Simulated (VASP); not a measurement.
# Ge3W2 (R-3m) in VASP: further runs

Ge3W2 is run at these levels: PBE; tasks: single point.

Program: VASP 6.6.1. These are calculated values, not measurements. Logs are shortened: lines on timing, memory, paths and dates and some standing lists are left out, and cuts for length are marked.

### 1 The cell of the first run

The structure is trigonal, space group R-3m (No. 166). Conventional cell: a = 5.324 Å, b = 5.324 Å, c = 10.349 Å, α = 90.00°, β = 90.00°, γ = 120.00°. Ge (site symmetry 2/m) has 6 W at 2.54 to 3.02 Å and 4 Ge at 2.66 Å within 3.3 Å. W (site symmetry 3m) has 9 Ge at 2.54 to 3.02 Å and 4 W at 2.86 to 3.13 Å within 3.3 Å.

### 2 Single point, PBE

INCAR reads:

```
PREC = Accurate ; ENCUT = 520
EDIFF = 1E-7 ; ISMEAR = 0
SIGMA = 0.1 ; LREAL = F
LASPH = T ; NELM = 80
ALGO = Normal ; ISIF = 2
LWAVE = F ; LCHARG = F
GGA = PE ; NBANDS = 43
```

KPOINTS reads:

```
regular mesh
0
Gamma
  3 3 3
```

POSCAR reads:

```
Ge3W2
1.0
    2.6619422465      1.5368730709      3.4498266661
   -2.6619422465      1.5368730709      3.4498266661
    0.0000000000     -3.0737461468      3.4498266638
Ge W
3 2
Direct
    0.5000000000      0.5000000000      0.0000000000
    0.0000000000      0.5000000000      0.5000000000
    0.5000000000      0.0000000000      0.5000000000
    0.8618010829      0.8618010829      0.8618010829
    0.1381989171      0.1381989171      0.1381989171
```

Potentials or basis: VASP PAW PBE potentials, release 64 (Ge_d, W_sv).

Started as:

```bash
> cat potpaw_PBE.64/Ge_d/POTCAR potpaw_PBE.64/W_sv/POTCAR > POTCAR
> mpirun -np 1 vasp_std > vasp.out
```

OUTCAR:

```text
PREC = Accurate
   ENCUT = 520
   EDIFF = 1E-7
   ISMEAR = 0
   LREAL = F
   LASPH = T
   NELM = 80
   ISIF = 2
   GGA = PE

 ion  position               nearest neighbor table
   1  0.500  0.500  0.000-   4 2.54   5 2.54   2 2.66   3 2.66   3 2.66   2 2.66   5 3.02   4 3.02
                             5 3.02   4 3.02
   2  0.000  0.500  0.500-   4 2.54   5 2.54   1 2.66   1 2.66   3 2.66   3 2.66   4 3.02   5 3.02
                             5 3.02   4 3.02
   3  0.500  0.000  0.500-   4 2.54   5 2.54   1 2.66   1 2.66   2 2.66   2 2.66   4 3.02   5 3.02
                             5 3.02   4 3.02
   4  0.862  0.862  0.862-   2 2.54   3 2.54   1 2.54   5 2.86   2 3.02   3 3.02   3 3.02   2 3.02
                             1 3.02   1 3.02   5 3.13   5 3.13   5 3.13
   5  0.138  0.138  0.138-   2 2.54   3 2.54   1 2.54   4 2.86   2 3.02   3 3.02   2 3.02   3 3.02
                             1 3.02   1 3.02   4 3.13   4 3.13   4 3.13

  LATTYP: Found a trigonal (rhomboedric) cell.
 ALAT       =     4.6205215491
 COS(alpha) =     0.3361877645

  Lattice vectors:

 A1 = (   2.6619422465,   1.5368730709,   3.4498266661)
 A2 = (  -2.6619422465,   1.5368730709,   3.4498266661)
 A3 = (   0.0000000000,  -3.0737461468,   3.4498266638)

Analysis of symmetry for initial positions (statically):
=====================================================================
 Subroutine PRICEL returns:
 Original cell was already a primitive cell.

 Routine SETGRP: Setting up the symmetry group for a
 trigonal (rhombohedral) supercell.

 Subroutine GETGRP returns: Found 12 space group operations
 (whereof 12 operations were pure point group operations)
 out of a pool of 12 trial point group operations.

The static configuration has the point symmetry D_3d.

Analysis of symmetry for dynamics (positions and initial velocities):
=====================================================================
 Subroutine PRICEL returns:
 Original cell was already a primitive cell.

 Routine SETGRP: Setting up the symmetry group for a
 trigonal (rhombohedral) supercell.

 Subroutine GETGRP returns: Found 12 space group operations
 (whereof 12 operations were pure point group operations)
 out of a pool of 12 trial point group operations.

The dynamic configuration has the point symmetry D_3d.

 Subroutine INISYM returns: Found 12 space group operations
 (whereof 12 operations are pure point group operations),
 and found     1 'primitive' translations

----------------------------------------------------------------------------------------

                                     Primitive cell

  volume of cell :      84.6808

  direct lattice vectors                    reciprocal lattice vectors
     2.661942247  1.536873071  3.449826666     0.187832775  0.108445303  0.096623212
    -2.661942247  1.536873071  3.449826666    -0.187832775  0.108445303  0.096623212
     0.000000000 -3.073746147  3.449826664     0.000000000 -0.216890607  0.096623212

  length of vectors
     4.620521549  4.620521549  4.620521549     0.237439635  0.237439635  0.237439635

  position of ions in fractional coordinates (direct lattice)
     0.500000000  0.500000000  1.000000000
     1.000000000  0.500000000  0.500000000
     0.500000000  1.000000000  0.500000000
     0.861801083  0.861801083  0.861801083
     0.138198917  0.138198917  0.138198917

  ion indices of the primitive-cell ions
   primitive index   ion index
                 1           1
                 2           2
                 3           3
                 4           4
                 5           5

----------------------------------------------------------------------------------------

 KPOINTS: regular mesh

Automatic generation of k-mesh.
 Grid dimensions read from file:
 generate k-points for:    3    3    3

 Generating k-lattice:

  Cartesian coordinates                     Fractional coordinates (reciprocal lattice)
     0.062610925  0.036148434  0.032207737     0.333333333  0.000000000 -0.000000000
    -0.062610925  0.036148434  0.032207737     0.000000000  0.333333333 -0.000000000
     0.000000000 -0.072296869  0.032207737    -0.000000000 -0.000000000  0.333333333

  Length of vectors
     0.079146545  0.079146545  0.079146545

  Shift w.r.t. Gamma in fractional coordinates (k-lattice)
     0.000000000  0.000000000  0.000000000

 Subroutine IBZKPT returns following result:
 ===========================================

 Found      6 irreducible k-points:

 Following reciprocal coordinates:
            Coordinates               Weight
  0.000000  0.000000  0.000000      1.000000
  0.333333 -0.000000 -0.000000      6.000000
  0.333333  0.333333 -0.000000      6.000000
 -0.333333  0.333333  0.000000      6.000000
  0.333333  0.333333  0.333333      2.000000
 -0.333333  0.333333  0.333333      6.000000
   k-points           NKPTS =      6   k-points in BZ     NKDIM =      6   number of bands    NBANDS=     43
   number of dos      NEDOS =    301   number of ions     NIONS =      5
   total plane-waves  NPLWV =  46656
   dimension x,y,z NGX =    36 NGY =   36 NGZ =   36
   dimension x,y,z NGXF=    72 NGYF=   72 NGZF=   72
   ions per type =               3   2
   NGX,Y,Z   is equivalent  to a cutoff of  12.95, 12.95, 12.95 a.u.
   NGXF,Y,Z  is equivalent  to a cutoff of  25.91, 25.91, 25.91 a.u.
 SYSTEM =  unknown system
   PREC   = accura    normal or accurate (medium, high low for compatibility)
   ISTART =      0    job   : 0-new  1-cont  2-samecut
   ICHARG =      2    charge: 1-file 2-atom 10-const
   ISPIN  =      1    spin polarized calculation?
   LNONCOLLINEAR =      F non collinear calculations
   LSORBIT =      F    spin-orbit coupling
   LASPH  =      T    aspherical Exc in radial PAW
   ENCUT  =  520.0 eV  38.22 Ry    6.18 a.u.   8.59  8.59  8.59*2*pi/ulx,y,z
   NELM   =     80;   NELMIN=  2; NELMDL= -5     # of ELM steps
   EDIFF  = 0.1E-06   stopping-criterion for ELM
   LREAL  =      F    real-space projection
   EDIFFG = 0.1E-05   stopping-criterion for IOM
   NSW    =      0    number of steps for IOM
   IBRION =     -1    ionic relax: 0-MD 1-quasi-New 2-CG
   NFREE  =      0    steps in history (QN), initial steepest desc. (CG)
   ISIF   =      2    stress and relaxation
   ISYM   =      2    0-nonsym 1-usesym 2-fastsym
   POTIM  = 0.5000    time-step for ionic-motion
   TEBEG  =    0.0;   TEEND  =   0.0 temperature during run
   PSTRESS=    0.0 pullay stress
   NELECT =      70.0000    total number of electrons
   NUPDOWN=      -1.0000    fix difference up-down
   EMIN   =  10.00;   EMAX   =-10.00  energy-range for DOS
   EFERMI =   0.00;   METHOD = LEGACY
   ISMEAR =     0;   SIGMA  =   0.10  broadening in eV -4-tet -1-fermi 0-gaus
   EFERMI_NEDOS =   21; number of points for ismear=-14 and -15
   IALGO  =     38    algorithm
   IMIX   =      4    mixing-type and parameters
     AMIX     =   0.40;   BMIX     =  1.00
     AMIX_MAG =   1.60;   BMIX_MAG =  1.00
  volume/ion in A,a.u.               =      16.94       114.29
  Fermi-wavevector in a.u.,A,eV,Ry     =   1.536429  2.903430 32.118099  2.360614
  Thomas-Fermi vector in A             =   2.643079
   LORBIT       =      0    0 simple, 1 ext, 2 COOP (PROOUT), +10 PAW based schemes
   GGA     = PE    functional components
   LHFCALC =     F    Hartree Fock is set to
   AEXX    =    0.0000 exact exchange contribution
   IVDW    =     0    specifies the selected vdW correction
   LEPSILON=     F    determine dielectric tensor
   LRPA    =     F    only Hartree local field effects (RPA)
 non-spin polarized calculation
 Gauss-broadening in eV      SIGMA  =   0.10
  energy-cutoff  :      520.00
  volume of cell :       84.68
 maximum number of plane-waves:      2299
 NGX is ok and might be reduce to    36
   NGX = 17   NGY = 17   NGZ = 17

 number of electron      69.9999960 magnetization

 Free energy of the ion-electron system (eV)
  ---------------------------------------------------
  ext. energy  EPLUGINS =         0.00000000
  ---------------------------------------------------
  free energy    TOTEN  =       -36.92285516 eV

  energy without entropy =      -36.89514156  energy(sigma->0) =      -36.90899836

 E-fermi :   9.0134     XC(G=0): -12.3301

 val. band max:        8.9979238895   @ k =  -0.3333   0.3333   0.0000
 cond. band min:       9.0467955263   @ k =   0.3333  -0.0000  -0.0000
 fundamental gap:      0.0488716368
 Fermi energy:         9.0133624986

 k-point     1 :       0.0000    0.0000    0.0000
  band No.  band energies     occupation
      1     -65.1934      2.00000
      2     -65.1615      2.00000
      3     -29.5324      2.00000
      4     -29.4677      2.00000
      5     -29.4677      2.00000
      6     -29.3393      2.00000
[... 35 lines left out ...]
     42      13.6217      0.00000
     43      13.6222      0.00000

 k-point     2 :       0.3333   -0.0000   -0.0000
  band No.  band energies     occupation
      1     -65.1897      2.00000
      2     -65.1651      2.00000
      3     -29.5392      2.00000
      4     -29.4754      2.00000
      5     -29.4649      2.00000
      6     -29.3447      2.00000
[... 35 lines left out ...]
     42      13.1241      0.00000
     43      13.4036      0.00000

 k-point     3 :       0.3333    0.3333   -0.0000
  band No.  band energies     occupation
      1     -65.1868      2.00000
      2     -65.1680      2.00000
      3     -29.5460      2.00000
      4     -29.5036      2.00000
      5     -29.4393      2.00000
      6     -29.3691      2.00000
[... 35 lines left out ...]
     42      13.4872      0.00000
     43      14.1608      0.00000

 k-point     4 :      -0.3333    0.3333    0.0000
  band No.  band energies     occupation
      1     -65.1857      2.00000
      2     -65.1691      2.00000
      3     -29.5498      2.00000
      4     -29.5036      2.00000
      5     -29.4110      2.00000
      6     -29.3981      2.00000
[... 35 lines left out ...]
     42      13.0675      0.00000
     43      14.3176      0.00000

 k-point     5 :       0.3333    0.3333    0.3333
  band No.  band energies     occupation
      1     -65.1853      2.00000
      2     -65.1695      2.00000
      3     -29.5513      2.00000
      4     -29.4916      2.00000
      5     -29.4916      2.00000
      6     -29.3166      2.00000
[... 35 lines left out ...]
     42      13.8355      0.00000
     43      13.8827      0.00000

 k-point     6 :      -0.3333    0.3333    0.3333
  band No.  band energies     occupation
      1     -65.1825      2.00000
      2     -65.1724      2.00000
      3     -29.5592      2.00000
      4     -29.5001      2.00000
      5     -29.4647      2.00000
      6     -29.3440      2.00000
[... 35 lines left out ...]
     42      12.4208      0.00000
     43      14.1606      0.00000

------------------------ aborting loop because EDIFF is reached ----------------------------------------

  FORCE on cell =-STRESS in cart. coord.  units (eV):
  Direction    XX          YY          ZZ          XY          YZ          ZX
  --------------------------------------------------------------------------------------
  -------------------------------------------------------------------------------------
  Total        0.0668632      0.0668632      0.2080939      0.0000000     -0.0000000     -0.0000000
  in kB        1.2650639      1.2650639      3.9371755      0.0000000     -0.0000000     -0.0000000
  external PRESSURE =       2.1557678 kB  Pullay stress =       0.0000000 kB

 VOLUME and BASIS-vectors are now :
 -----------------------------------------------------------------------------
  energy-cutoff  :      520.00
  volume of cell :       84.68
      direct lattice vectors                 reciprocal lattice vectors
     2.661942247  1.536873071  3.449826666     0.187832775  0.108445303  0.096623212
    -2.661942247  1.536873071  3.449826666    -0.187832775  0.108445303  0.096623212
     0.000000000 -3.073746147  3.449826664     0.000000000 -0.216890607  0.096623212

 POSITION                                       TOTAL-FORCE (eV/Angst)
 -----------------------------------------------------------------------------------
      0.00000      1.53687      3.44983         0.000000      0.000000      0.000000
     -1.33097     -0.76844      3.44983        -0.000000      0.000000      0.000000
      1.33097     -0.76844      3.44983        -0.000000     -0.000000      0.000000
      0.00000     -0.00000      8.91919        -0.000000     -0.000000      0.014023
      0.00000     -0.00000      1.43029        -0.000000      0.000000     -0.014023
 -----------------------------------------------------------------------------------
    total drift:                               -0.000000      0.000000      0.000000

  FREE ENERGIE OF THE ION-ELECTRON SYSTEM (eV)
  ---------------------------------------------------
  free  energy   TOTEN  =       -36.9228551552 eV

  energy  without entropy=      -36.8951415590  energy(sigma->0) =      -36.90899836
```

It took 19 s on 1 thread of Intel Xeon Platinum 8488C (Sapphire Rapids), shared host; peak memory 0.2 GiB.

Results:

* Free energy: -36.9229 eV
* Pressure: 0.2 GPa
* Largest force: 0.014 eV/Å
* Band gap on the k mesh: zero (band 35 reaches 9.05 eV, above the bottom of band 36 at 8.65 eV)

Forces on the atoms (eV/Å):
```
Ge   0.000  0.000  0.000
Ge   0.000  0.000  0.000
Ge   0.000  0.000  0.000
W    0.000  0.000  0.014
W    0.000  0.000 -0.014
```

Levels at points of the mesh, in eV from the Fermi level:
```csv
k point,band 31,band 32,band 33,band 34,band 35,band 36,band 37,band 38,band 39,band 40
"(0.00, 0.00, 0.00)",-3.43,-2.60,-1.32,-0.60,-0.60,-0.37,2.30,2.30,3.73,3.80
```

Caveat: the k points lie up to 0.50 Å⁻¹ apart; spin-orbit coupling is left out, which moves the levels of the heavy elements.

(Part 1 of 2 ends here.)
